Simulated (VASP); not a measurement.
# HfN (P6_3/mmc) in VASP: a series of runs, part 2 of 2

VASP 6.6.1. Earlier steps stand in the parts before.

## Step 3: Single point, PBE (biaxial strain in the a-b plane: -6.0 %)

Input file INCAR:

```
PREC = Accurate
ENCUT = 520
EDIFF = 1E-6
ISMEAR = 0
SIGMA = 0.1
LREAL = False
LASPH = True
NELM = 60
ALGO = Normal
ISIF = 2
LWAVE = False
LCHARG = False
GGA = PE
NBANDS = 23
```

Input file KPOINTS:

```
regular mesh
0
Gamma
  18 18 10
```

Input file POSCAR:

```
HfN
1.0
    2.9696851692      0.0000000000      0.0000000000
   -1.4848425846      2.5718227977      0.0000000000
    0.0000000000      0.0000000000      5.6475915551
Hf N
2 2
Direct
    0.6666666667      0.3333333333      0.7500000000
    0.3333333333      0.6666666667      0.2500000000
    0.0000000000      0.0000000000      0.0000000000
    0.0000000000      0.0000000000      0.5000000000
```

Potentials or basis: VASP PAW PBE potentials, release 64 (Hf_pv, N).

Run with:

```
$ cat potpaw_PBE.64/Hf_pv/POTCAR potpaw_PBE.64/N/POTCAR > POTCAR
$ mpirun -np 1 vasp_std > vasp.out
```

It took 2.3 min on 1 thread of Intel Xeon Platinum 8488C (Sapphire Rapids), shared host; peak memory 0.31 GiB.

It converged, with:

* Free energy: -42.7683 eV
* Pressure: 25.0 GPa
* Band gap on the k mesh: zero (bands 15 and 16 overlap by 2.18 eV)

Stress tensor (GPa, compression positive):
```
39.26  0.00  0.00
 0.00 39.26  0.00
 0.00  0.00 -3.50
```

Levels at points of the mesh, in eV from the Fermi level:
```
           k point  band 13  band 14  band 15  band 16  band 17  band 18
(0.00, 0.00, 0.00)    -3.08    -2.23    -1.62     0.96     0.96     2.24
(0.50, 0.00, 0.00)    -2.98    -2.81    -2.71     2.05     3.16     4.84
(0.00, 0.00, 0.50)    -3.78    -3.78     1.48     1.48     2.95     2.95
(0.50, 0.00, 0.50)    -4.08    -4.08    -0.16    -0.16     5.76     5.76
```

Caveat: the cell differs from its parent crystal (biaxial strain in the a-b plane: -6.0 %); the cell stands under pressure; spin-orbit coupling is left out, which moves the levels of the heavy elements.

## Step 4: Single point, PBE (biaxial strain in the a-b plane: -4.0 %, then relaxed in part)

Input file INCAR:

```
  ALGO = Normal
  EDIFF = 1E-6
  ENCUT = 520
  GGA = PE
  ISIF = 2
  ISMEAR = 0
  LASPH = T
  LCHARG = F
  LREAL = F
  LWAVE = F
  NBANDS = 23
  NELM = 100
  PREC = Accurate
  SIGMA = 0.1
```

Input file KPOINTS:

```
k-points
0
Gamma
  18 18 10
```

Input file POSCAR:

```
HfN
1.0
    3.0328699600      0.0000000000      0.0000000000
   -1.5164349800      2.6265424317      0.0000000000
    0.0000000000      0.0000000000      5.5666587968
Hf N
2 2
Direct
    0.6666666667      0.3333333333      0.7500000000
    0.3333333333      0.6666666667      0.2500000000
    0.0000000000      0.0000000000      0.0000000000
    0.0000000000      0.0000000000      0.5000000000
```

Potentials or basis: VASP PAW PBE potentials, release 64 (Hf_pv, N).

Run with:

```
$ cat potpaw_PBE.64/Hf_pv/POTCAR potpaw_PBE.64/N/POTCAR > POTCAR
$ mpirun -np 1 vasp_std > vasp.out
```

OUTCAR:

```text
EDIFF = 1E-6
   ENCUT = 520
   GGA = PE
   ISIF = 2
   ISMEAR = 0
   LASPH = T
   LREAL = F
   NELM = 100
   PREC = Accurate

 ion  position               nearest neighbor table
   1  0.667  0.333  0.750-   3 2.24   4 2.24   3 2.24   4 2.24   3 2.24   4 2.24   2 3.29   2 3.29
                             2 3.29   2 3.29   2 3.29   2 3.29
   2  0.333  0.667  0.250-   3 2.24   4 2.24   3 2.24   4 2.24   3 2.24   4 2.24   1 3.29   1 3.29
[... 831 lines left out ...]
  Direction    XX          YY          ZZ          XY          YZ          ZX
  --------------------------------------------------------------------------------------
  -------------------------------------------------------------------------------------
  Total        6.7708462      6.7708462     -0.6951702      0.0000000     -0.0000000      0.0000000
  in kB      244.6361995    244.6361995    -25.1170680      0.0000000     -0.0000000      0.0000000
  external PRESSURE =     154.7184436 kB  Pullay stress =       0.0000000 kB

 VOLUME and BASIS-vectors are now :
 -----------------------------------------------------------------------------
  energy-cutoff  :      520.00
  volume of cell :       44.34
      direct lattice vectors                 reciprocal lattice vectors
     3.032869960  0.000000000  0.000000000     0.329720698  0.190364334  0.000000000
    -1.516434980  2.626542432  0.000000000     0.000000000  0.380728667  0.000000000
     0.000000000  0.000000000  5.566658797     0.000000000  0.000000000  0.179640973

 POSITION                                       TOTAL-FORCE (eV/Angst)
 -----------------------------------------------------------------------------------
      1.51643      0.87551      4.17499         0.000000      0.000000      0.000000
     -0.00000      1.75103      1.39166         0.000000     -0.000000      0.000000
      0.00000      0.00000      0.00000        -0.000000     -0.000000      0.000000
      0.00000      0.00000      2.78333        -0.000000     -0.000000      0.000000
 -----------------------------------------------------------------------------------
    total drift:                                0.000000     -0.000000      0.000000

  FREE ENERGIE OF THE ION-ELECTRON SYSTEM (eV)
  ---------------------------------------------------
  free  energy   TOTEN  =       -43.1451244827 eV

  energy  without entropy=      -43.1397933763  energy(sigma->0) =      -43.14245893
```

stdout:

```text
POSCAR found type information on POSCAR HfN
 POSCAR found :  2 types and       4 ions
 scaLAPACK will be used
 LDA part: xc-table for (Slater+PW92), standard interpolation
 POSCAR, INCAR and KPOINTS ok, starting setup
 FFT: planning ... GRIDC
 FFT: planning ... GRID_SOFT
 FFT: planning ... GRID
 WAVECAR not read
 entering main loop
```

It took 2.3 min on 1 thread of Intel Xeon Platinum 8488C (Sapphire Rapids), shared host; peak memory 0.31 GiB.

Results:

- Free energy: -43.1451 eV
- Pressure: 15.5 GPa
- Band gap on the k mesh: zero (bands 15 and 16 overlap by 2.21 eV)

Caveat: the cell differs from its parent crystal (biaxial strain in the a-b plane: -4.0 %, then relaxed in part); the cell stands under pressure; spin-orbit coupling is left out, which moves the levels of the heavy elements.

## Step 5: Single point, PBE (biaxial strain in the a-b plane: -4.0 %)

Input file INCAR:

```
ALGO = Normal
EDIFF = 1E-6
ENCUT = 520
GGA = PE
ISIF = 2
ISMEAR = 0
LASPH = True
LCHARG = True
LELF = True
LREAL = False
LVHAR = True
LWAVE = False
NBANDS = 23
NELM = 60
PREC = Accurate
SIGMA = 0.1
```

KPOINTS is that of step 4.

POSCAR, as its differences from that of step 4:

```diff
@@ -4,3 +4,3 @@
    -1.5164349800      2.6265424317      0.0000000000
-    0.0000000000      0.0000000000      5.5666587968
+    0.0000000000      0.0000000000      5.5821754367
 Hf N
```

Run with:

```
$ cat potpaw_PBE.64/Hf_pv/POTCAR potpaw_PBE.64/N/POTCAR > POTCAR
$ mpirun -np 1 vasp_std > vasp.out
```

Run time: 2.3 min. Hardware: 1 thread of Intel Xeon Platinum 8488C (Sapphire Rapids), shared host; peak memory 0.31 GiB.

The run converged. Its results:

| Property | Result |
| --- | --- |
| Free energy | -43.1427 eV |
| Pressure | 14.6 GPa |
| Band gap on the k mesh | zero (bands 15 and 16 overlap by 2.20 eV) |

Stress tensor (GPa, compression positive):
```
23.92  0.00  0.00
 0.00 23.92  0.00
 0.00  0.00 -4.10
```

Levels at points of the mesh, in eV from the Fermi level:
| k point | band 13 | band 14 | band 15 | band 16 | band 17 | band 18 |
| --- | --- | --- | --- | --- | --- | --- |
| (0.00, 0.00, 0.00) | -3.28 | -2.10 | -1.26 | 0.88 | 0.88 | 1.91 |
| (0.50, 0.00, 0.00) | -2.92 | -2.83 | -2.77 | 2.15 | 3.00 | 4.72 |
| (0.00, 0.00, 0.50) | -3.99 | -3.99 | 1.63 | 1.63 | 2.90 | 2.90 |
| (0.50, 0.00, 0.50) | -4.22 | -4.22 | -0.20 | -0.20 | 5.43 | 5.43 |

Caveat: the cell differs from its parent crystal (biaxial strain in the a-b plane: -4.0 %); the cell stands under pressure; spin-orbit coupling is left out, which moves the levels of the heavy elements.

## Step 6: The runs side by side

```tsv
cell	gap on the mesh (eV)	pressure (GPa)
a = 2.970, b = 2.970, c = 5.640 Å, angles 90.0, 90.0, 120.0°, 4 atoms	none	25.5
a = 2.970, b = 2.970, c = 5.648 Å, angles 90.0, 90.0, 120.0°, 4 atoms	none	25.0
a = 3.033, b = 3.033, c = 5.567 Å, angles 90.0, 90.0, 120.0°, 4 atoms	none	15.5
a = 3.033, b = 3.033, c = 5.582 Å, angles 90.0, 90.0, 120.0°, 4 atoms	none	14.6
```

Alike in all rows: task single point; level PBE; potentials or basis VASP PAW PBE potentials, release 64 (Hf_pv, N); no spin polarisation; k mesh 18 × 18 × 10; cutoff (eV) 520; smearing gaussian 0.1 eV.

Caveats: the cell stands under pressure; spin-orbit coupling is left out, which moves the levels of the heavy elements.

Absolute energies hang on the potentials; compare differences alone.
